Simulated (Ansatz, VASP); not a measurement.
## One calculation of Sr2VWO6, two programs

```xyz
10
Lattice="0.0000 3.9342 3.9342 3.9342 0.0000 3.9342 3.9342 3.9342 0.0000" Properties=species:S:1:pos:R:3 pbc="T T T"
V     3.9342    3.9342    3.9342
W     0.0000    0.0000    0.0000
O     1.9709    3.9342    3.9342
O     3.9342    1.9709    3.9342
O     5.8975    3.9342    3.9342
O     3.9342    5.8975    3.9342
O     3.9342    3.9342    1.9709
O     3.9342    3.9342    5.8975
Sr    1.9671    1.9671    1.9671
Sr    5.9013    5.9013    5.9013
```

Alike in both runs: functional PBEsol; k mesh 8 × 8 × 8; no spin polarisation.

Ansatz relaxed the structure, and its values are those at the end. VASP's run is a single point on that final structure, the one shown.

|  | VASP | Ansatz |
| --- | --- | --- |
| version | VASP 6.6.1 | Ansatz 0.2.0 |
| potentials or method | VASP PAW PBE potentials, release 64 (V_sv, W_sv, O, Sr_sv), cutoff 520 eV | PAW plane waves |
| occupations | fermi-dirac, width 0.1 eV | fermi-dirac |
| valence electrons in the cell | 83 | 83 |

```tsv
	VASP	Ansatz	Ansatz less VASP
pressure (GPa)	-4.8	-6.0	-1.14
rms of the force components (eV/Å)	0.050	0.008	-0.0418
```

VASP's potentials were made for PBE, not for PBEsol. Ansatz's warnings: stress scf threshold loose.

Spin-orbit coupling is off throughout.
